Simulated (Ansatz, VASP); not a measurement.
## One calculation of LiF, two programs

```
Li F
1.0
     0.00000    2.00231    2.00231
     2.00231    0.00000    2.00231
     2.00231    2.00231    0.00000
Li F
1 1
Cartesian
  0.0000 0.0000 0.0000
  2.0023 2.0023 2.0023
```

Alike in both runs: task relaxation of cell and atoms; functional PBE; dispersion D3(BJ); k mesh 10 × 10 × 10; occupations gaussian, width 0.02 eV; no spin polarisation.

```csv
,VASP,Ansatz
version,VASP 6.6.1,Ansatz 0.2.0
potentials or method,"VASP PAW PBE potentials, release 64 (Li_sv, F_h), cutoff 910 eV","scalar-relativistic, plane waves, PAW"
valence electrons in the cell,10,10
```

VASP gave:

```
gap on the k mesh at the Fermi level, each at its own relaxed structure (eV) : 9.37
relaxed volume (Å³/atom)                                                     : 7.91
relaxed length of the cell vector where the two differ most in proportion (Å)              : 2.817
```

Q: Estimate Ansatz's values.

A: gap on the k mesh at the Fermi level, each at its own relaxed structure (eV): 9.27; relaxed volume (Å³/atom): 8.00; relaxed length of the cell vector where the two differ most in proportion (Å): 2.829.

Noted on VASP's run: the cutoff is under 1.25 times that of the potentials, so the pressure is a little rough.
